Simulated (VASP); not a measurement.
A run of VASP 6.6.1 is set up as follows.

INCAR

```
SYSTEM = Be3Se2O
  PREC = Accurate
  ENCUT = 520
  EDIFF = 1E-7
  ISMEAR = 0
  SIGMA = 0.1
  LREAL = .False.
  LASPH = .True.
  NELM = 80
  ALGO = Normal
  ISIF = 2
  LWAVE = .False.
  LCHARG = .False.
  GGA = PE
  NBANDS = 36
```

File KPOINTS:

```
Automatic mesh
0
Gamma
  6 6 2
  0 0 0
```

File POSCAR:

```
Be3Se2O
1.0
    3.3121851888      0.0000000000      0.0000000000
   -1.6560925944      2.8684365155      0.0000000000
    0.0000000000      0.0000000000     22.1109643344
Be Se O
6 4 2
Direct
    0.0000000000      0.0000000000      0.2500000000
    0.0000000000      0.0000000000      0.7500000000
    0.3333333333      0.6666666667      0.5315130682
    0.3333333333      0.6666666667      0.9684869318
    0.6666666667      0.3333333333      0.4684869318
    0.6666666667      0.3333333333      0.0315130682
    0.3333333333      0.6666666667      0.4275439289
    0.3333333333      0.6666666667      0.0724560711
    0.6666666667      0.3333333333      0.5724560711
    0.6666666667      0.3333333333      0.9275439289
    0.3333333333      0.6666666667      0.2500000000
    0.6666666667      0.3333333333      0.7500000000
```

Potentials or basis: VASP PAW PBE potentials, release 64 (Be, Se, O).

Launch:

```bash
$ cat potpaw_PBE.64/Be/POTCAR potpaw_PBE.64/Se/POTCAR potpaw_PBE.64/O/POTCAR > POTCAR
$ mpirun -np 1 vasp_std > vasp.out
```

(1) Predict the pressure.

(2) What does it give for the band gap on the k mesh?

(3) Estimate the largest force.

Answers

(1) 0.3 GPa.

(2) 1.04 eV.

(3) 0.062 eV/Å.

Caveat: this functional lacks dispersion, which binds layers or chains, so the pressure and a relaxed spacing across them are unreliable.
